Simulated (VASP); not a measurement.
# Cr (I4/mmm) in VASP: a series of runs

Cr is run at these levels: PBE; tasks: single point.

All numbers are computed with VASP 6.6.1; they aren't measurements. Logs are shortened: lines on timing, memory, paths and dates and some standing lists are left out, and cuts for length are marked.

## (1) The cell of the first run

The typed cell holds 2 atoms: a = 2.745 Å, b = 2.745 Å, c = 2.747 Å, α = 90.00°, β = 90.00°, γ = 90.00°.

## (2) Single point, PBE, collinear spin, antiferromagnetic start (10.35 Å³/atom)

The input, INCAR:

```
SYSTEM = Cr
PREC = Accurate
ENCUT = 520
EDIFF = 1E-6
ISMEAR = -1
SIGMA = 0.05
LREAL = .FALSE.
LASPH = .TRUE.
NELM = 150
ALGO = Normal
ISIF = 2
LWAVE = .FALSE.
LCHARG = .FALSE.
ISPIN = 2
MAGMOM = 1.011 -1.011
LORBIT = 11
LMAXMIX = 4
GGA = PE
NBANDS = 23
```

The input, KPOINTS:

```
Automatic mesh
0
G
  12 12 12
  0 0 0
```

The input, POSCAR:

```
Cr
1.0
    2.7452450345      0.0000000000      0.0000000000
    0.0000000000      2.7452450345      0.0000000000
    0.0000000000      0.0000000000      2.7471123070
Cr
2
Direct
    1.0000000000      0.0000000000      0.0000000000
    0.5000000000      0.5000000000      0.5000000000
```

Potentials or basis: VASP PAW PBE potentials, release 64 (Cr_pv).

Command:

```sh
$ cat potpaw_PBE.64/Cr_pv/POTCAR > POTCAR
$ mpirun -np 1 vasp_std > vasp.out
```

OUTCAR:

```text
SYSTEM = Cr
   PREC = Accurate
   ENCUT = 520
   EDIFF = 1E-6
   ISMEAR = -1
   LREAL = .FALSE.
   LASPH = .TRUE.
   NELM = 150
   ISIF = 2
   ISPIN = 2
   LORBIT = 11
   GGA = PE

 ion  position               nearest neighbor table
   1  0.000  0.000  0.000-   2 2.38   2 2.38   2 2.38   2 2.38   2 2.38   2 2.38   2 2.38   2 2.38

   2  0.500  0.500  0.500-   1 2.38   1 2.38   1 2.38   1 2.38   1 2.38   1 2.38   1 2.38   1 2.38

  LATTYP: Found a simple tetragonal cell.
 ALAT       =     2.7452450345
 C/A-ratio  =     1.0006801843

  Lattice vectors:

 A1 = (   2.7452450345,   0.0000000000,   0.0000000000)
 A2 = (   0.0000000000,   2.7452450345,   0.0000000000)
 A3 = (   0.0000000000,   0.0000000000,   2.7471123070)

Analysis of symmetry for initial positions (statically):
=====================================================================
 Subroutine PRICEL returns following result:

  LATTYP: Found a body centered tetragonal cell.
 ALAT       =     2.7452450345
 C/A-ratio  =     1.0006801843

  Lattice vectors:

 A1 = (  -1.3726225172,  -1.3726225172,  -1.3735561535)
 A2 = (   1.3726225172,   1.3726225172,  -1.3735561535)
 A3 = (   1.3726225172,  -1.3726225173,   1.3735561535)

   2 primitive cells build up your supercell.

 Routine SETGRP: Setting up the symmetry group for a
 simple tetragonal supercell.

 Subroutine GETGRP returns: Found 16 space group operations
 (whereof 16 operations were pure point group operations)
 out of a pool of 16 trial point group operations.

The static configuration has the point symmetry D_4h.

Analysis of symmetry for dynamics (positions and initial velocities):
=====================================================================
 Subroutine PRICEL returns following result:

  LATTYP: Found a body centered tetragonal cell.
 ALAT       =     2.7452450345
 C/A-ratio  =     1.0006801843

  Lattice vectors:

 A1 = (  -1.3726225172,  -1.3726225172,  -1.3735561535)
 A2 = (   1.3726225172,   1.3726225172,  -1.3735561535)
 A3 = (   1.3726225172,  -1.3726225173,   1.3735561535)

   2 primitive cells build up your supercell.

 Routine SETGRP: Setting up the symmetry group for a
 simple tetragonal supercell.

 Subroutine GETGRP returns: Found 16 space group operations
 (whereof 16 operations were pure point group operations)
 out of a pool of 16 trial point group operations.

The dynamic configuration has the point symmetry D_4h.

Analysis of structural, dynamic, and magnetic symmetry:
=====================================================================
 Subroutine PRICEL returns following result:

  LATTYP: Found a body centered tetragonal cell.
 ALAT       =     2.7452450345
 C/A-ratio  =     1.0006801843

  Lattice vectors:

 A1 = (  -1.3726225172,  -1.3726225172,  -1.3735561535)
 A2 = (   1.3726225172,   1.3726225172,  -1.3735561535)
 A3 = (   1.3726225172,  -1.3726225173,   1.3735561535)

   2 primitive cells build up your supercell.

 Routine SETGRP: Setting up the symmetry group for a
 simple tetragonal supercell.

 Subroutine GETGRP returns: Found 16 space group operations
 (whereof 16 operations were pure point group operations)
 out of a pool of 16 trial point group operations.

The overall configuration has the point symmetry D_4h.

 Subroutine INISYM returns: Found 16 space group operations
 (whereof 16 operations are pure point group operations),
 and found     2 'primitive' translations

----------------------------------------------------------------------------------------

                                     Primitive cell

  volume of cell :      10.3516

  direct lattice vectors                    reciprocal lattice vectors
    -1.372622517 -1.372622517 -1.373556154    -0.000000000 -0.364266208 -0.364018609
     1.372622517  1.372622517 -1.373556154     0.364266208  0.000000000 -0.364018609
     1.372622517 -1.372622517  1.373556154     0.364266208 -0.364266208  0.000000000

  length of vectors
     2.377991097  2.377991097  2.377991097     0.514975163  0.514975163  0.515150212

  position of ions in fractional coordinates (direct lattice)
     0.000000000  0.000000000  0.000000000

  ion indices of the primitive-cell ions
   primitive index   ion index
                 1           1

----------------------------------------------------------------------------------------

 KPOINTS: Automatic mesh

Automatic generation of k-mesh.
 Grid dimensions read from file:
 generate k-points for:   12   12   12

 Generating k-lattice:

  Cartesian coordinates                     Fractional coordinates (reciprocal lattice)
     0.030355517  0.000000000  0.000000000     0.083333333  0.000000000  0.000000000
     0.000000000  0.030355517  0.000000000     0.000000000  0.083333333  0.000000000
     0.000000000  0.000000000  0.030334884     0.000000000  0.000000000  0.083333333

  Length of vectors
     0.030355517  0.030355517  0.030334884

  Shift w.r.t. Gamma in fractional coordinates (k-lattice)
     0.000000000  0.000000000  0.000000000

 Subroutine IBZKPT returns following result:
 ===========================================

 Found    196 irreducible k-points:

 Following reciprocal coordinates:
            Coordinates               Weight
  0.000000  0.000000  0.000000      1.000000
  0.083333  0.000000  0.000000      4.000000
  0.166667  0.000000  0.000000      4.000000
  0.250000  0.000000  0.000000      4.000000
  0.333333  0.000000  0.000000      4.000000
  0.416667  0.000000  0.000000      4.000000
[... 16 lines left out ...]
  0.333333  0.333333  0.000000      4.000000
  0.416667  0.333333  0.000000      8.000000
 [... further k-points ...]
   k-points           NKPTS =    196   k-points in BZ     NKDIM =    196   number of bands    NBANDS=     23
   number of dos      NEDOS =    301   number of ions     NIONS =      2
   total plane-waves  NPLWV =   8000
   dimension x,y,z NGX =    20 NGY =   20 NGZ =   20
   dimension x,y,z NGXF=    40 NGYF=   40 NGZF=   40
   ions per type =               2
   NGX,Y,Z   is equivalent  to a cutoff of  12.11, 12.11, 12.10 a.u.
   NGXF,Y,Z  is equivalent  to a cutoff of  24.22, 24.22, 24.21 a.u.
 SYSTEM =  Cr
   PREC   = accura    normal or accurate (medium, high low for compatibility)
   ISTART =      0    job   : 0-new  1-cont  2-samecut
   ICHARG =      2    charge: 1-file 2-atom 10-const
   ISPIN  =      2    spin polarized calculation?
   LNONCOLLINEAR =      F non collinear calculations
   LSORBIT =      F    spin-orbit coupling
   LASPH  =      T    aspherical Exc in radial PAW
   ENCUT  =  520.0 eV  38.22 Ry    6.18 a.u.   5.10  5.10  5.11*2*pi/ulx,y,z
   NELM   =    150;   NELMIN=  2; NELMDL= -5     # of ELM steps
   EDIFF  = 0.1E-05   stopping-criterion for ELM
   LREAL  =      F    real-space projection
   EDIFFG = 0.1E-04   stopping-criterion for IOM
   NSW    =      0    number of steps for IOM
   IBRION =     -1    ionic relax: 0-MD 1-quasi-New 2-CG
   NFREE  =      0    steps in history (QN), initial steepest desc. (CG)
   ISIF   =      2    stress and relaxation
   ISYM   =      2    0-nonsym 1-usesym 2-fastsym
   POTIM  = 0.5000    time-step for ionic-motion
   TEBEG  =    0.0;   TEEND  =   0.0 temperature during run
   PSTRESS=    0.0 pullay stress
   NELECT =      24.0000    total number of electrons
   NUPDOWN=      -1.0000    fix difference up-down
   EMIN   =  10.00;   EMAX   =-10.00  energy-range for DOS
   EFERMI =   0.00;   METHOD = LEGACY
   ISMEAR =    -1;   SIGMA  =   0.05  broadening in eV -4-tet -1-fermi 0-gaus
   EFERMI_NEDOS =   21; number of points for ismear=-14 and -15
   IALGO  =     38    algorithm
   IMIX   =      4    mixing-type and parameters
     AMIX     =   0.40;   BMIX     =  1.00
     AMIX_MAG =   1.60;   BMIX_MAG =  1.00
  volume/ion in A,a.u.               =      10.35        69.86
  Fermi-wavevector in a.u.,A,eV,Ry     =   1.719751  3.249859 40.239846  2.957545
  Thomas-Fermi vector in A             =   2.796319
   LORBIT       =     11    0 simple, 1 ext, 2 COOP (PROOUT), +10 PAW based schemes
   GGA     = PE    functional components
   LHFCALC =     F    Hartree Fock is set to
   AEXX    =    0.0000 exact exchange contribution
   IVDW    =     0    specifies the selected vdW correction
   LEPSILON=     F    determine dielectric tensor
   LRPA    =     F    only Hartree local field effects (RPA)
 spin polarized calculation
  energy-cutoff  :      520.00
  volume of cell :       20.70
 maximum number of plane-waves:       587
   NGX = 11   NGY = 11   NGZ = 11

 number of electron      23.9999968 magnetization       0.0000000

 number of electron      23.9999968 magnetization      -0.0000000

 Free energy of the ion-electron system (eV)
  ---------------------------------------------------
  ext. energy  EPLUGINS =         0.00000000
  ---------------------------------------------------
  free energy    TOTEN  =       -18.80546141 eV

  energy without entropy =      -18.79546034  energy(sigma->0) =      -18.80046087

 E-fermi :  12.6999     XC(G=0): -14.3214

 val. band max:       12.6909452641   @ k =   0.0833   0.0833   0.2500
 cond. band min:      12.7269780740   @ k =   0.1667   0.1667   0.0833
 fundamental gap:      0.0360328099
 Fermi energy:        12.6998701172

 spin component 1

 k-point     1 :       0.0000    0.0000    0.0000
  band No.  band energies     occupation
      1     -30.8050      1.00000
      2     -30.8030      1.00000
      3     -30.8030      1.00000
      4     -29.9338      1.00000
      5     -29.9334      1.00000
      6     -29.9334      1.00000
[... 613 lines left out ...]
     22      26.4184      0.00000
     23      31.1440      0.00000

 [... further k-points ...]

 spin component 2

 k-point     1 :       0.0000    0.0000    0.0000
  band No.  band energies     occupation
      1     -30.8050      1.00000
      2     -30.8030      1.00000
      3     -30.8030      1.00000
      4     -29.9338      1.00000
      5     -29.9334      1.00000
      6     -29.9334      1.00000
[... 613 lines left out ...]
     22      26.4184      0.00000
     23      31.1440      0.00000

 [... further k-points ...]

------------------------ aborting loop because EDIFF is reached ----------------------------------------

  FORCE on cell =-STRESS in cart. coord.  units (eV):
  Direction    XX          YY          ZZ          XY          YZ          ZX
  --------------------------------------------------------------------------------------
  -------------------------------------------------------------------------------------
  Total        4.5105961      4.5105961      4.4705822      0.0000000      0.0000000     -0.0000000
  in kB      349.0646579    349.0646579    345.9680725      0.0000000      0.0000000     -0.0000000
  external PRESSURE =     348.0324627 kB  Pullay stress =       0.0000000 kB

 VOLUME and BASIS-vectors are now :
 -----------------------------------------------------------------------------
  energy-cutoff  :      520.00
  volume of cell :       20.70
      direct lattice vectors                 reciprocal lattice vectors
     2.745245034  0.000000000  0.000000000     0.364266208  0.000000000  0.000000000
     0.000000000  2.745245034  0.000000000     0.000000000  0.364266208  0.000000000
     0.000000000  0.000000000  2.747112307     0.000000000  0.000000000  0.364018609

 POSITION                                       TOTAL-FORCE (eV/Angst)
 -----------------------------------------------------------------------------------
      0.00000      0.00000      0.00000         0.000000      0.000000      0.000000
      1.37262      1.37262      1.37356        -0.000000     -0.000000      0.000000
 -----------------------------------------------------------------------------------
    total drift:                                0.000000      0.000000     -0.000000

  FREE ENERGIE OF THE ION-ELECTRON SYSTEM (eV)
  ---------------------------------------------------
  free  energy   TOTEN  =       -18.8054614099 eV

  energy  without entropy=      -18.7954603401  energy(sigma->0) =      -18.80046087

 total charge

# of ion       s       p       d       tot
------------------------------------------
    1        0.483   6.478   4.364  11.325
    2        0.483   6.478   4.364  11.325
--------------------------------------------------
tot          0.967  12.956   8.728  22.651

 magnetization (x)

# of ion       s       p       d       tot
------------------------------------------
    1       -0.000  -0.000  -0.002  -0.002
    2        0.000   0.000   0.002   0.002
--------------------------------------------------
tot          0.000   0.000   0.000   0.000
```

It took 97 s on 1 thread of Intel Xeon Platinum 8559C (Emerald Rapids), shared host; peak memory 0.23 GiB.

What came out:

```
Free energy                                           : -18.8055 eV
Pressure                                              : 34.8 GPa
Band gap on the k mesh                                : zero (filled and empty bands overlap)
Net moment                                            : 0.00 μB per cell
Valence electrons inside the program's atomic spheres : Cr 11.32
```

Caveat: the cell stands under pressure; an empty level that is flat over the whole mesh can mark a ghost state of the potentials, or a narrow d or f band; the moments typed at the start vanished in this run.

[end of part 1 of 2]

The gap in the log of VASP goes by the Fermi energy; the results here count the filled bands.